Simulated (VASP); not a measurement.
Write the native input for VASP 6.6.1 that does the following.

```
Task                   : single point
Functional             : PBE
Potentials or basis    : VASP PAW PBE potentials, release 64 (Ga_d, S)
Cutoff                 : 520 eV
k mesh                 : 6 × 6 × 6
Occupations            : gaussian, width 0.1 eV
Spin                   : no spin polarisation
Dipole correction      : no
Further INCAR settings : ALGO = Normal; EDIFF = 1e-07; NBANDS = 20
```

The structure of GaS2 lies in POSCAR:

```
GaS2
1.0
    1.7541697524      1.0127703788      5.2355390598
   -1.7541697524      1.0127703788      5.2355390598
    0.0000000000     -2.0255407575      5.2355390598
Ga S
1 2
Direct
    0.0007001344      0.0007001344      0.0007001344
    0.7588068653      0.7588068653      0.7588068653
    0.5737930002      0.5737930002      0.5737930002
```

The input as run:

INCAR

```
ALGO     = Normal         # electronic algorithm
EDIFF    = 1E-7           # SCF threshold, eV
ENCUT    = 520            # plane-wave cutoff, eV
GGA      = PE             # functional
ISIF     = 2              # what is computed and relaxed
ISMEAR   = 0              # smearing method
LASPH    = True           # aspherical terms in the spheres
LCHARG   = False          # write CHGCAR
LREAL    = False          # projectors in reciprocal space
LWAVE    = False          # write WAVECAR
NBANDS   = 20             # bands
NELM     = 60             # most SCF steps
PREC     = Accurate       # precision mode
SIGMA    = 0.1            # smearing width, eV
```

KPOINTS

```
k-points
0
Gamma
  6 6 6
```

Potentials or basis: VASP PAW PBE potentials, release 64 (Ga_d, S).

Command:

```console
$ cat potpaw_PBE.64/Ga_d/POTCAR potpaw_PBE.64/S/POTCAR > POTCAR
$ mpirun -np 1 vasp_std > vasp.out
```

Results of the run:

The pressure is 0.1 GPa and the largest force is 0.022 eV/Å.

It took 30 s on 1 thread of Intel(R) Xeon(R) 6975P-C (Granite Rapids), on a shared host, peak memory 0.26 GiB.
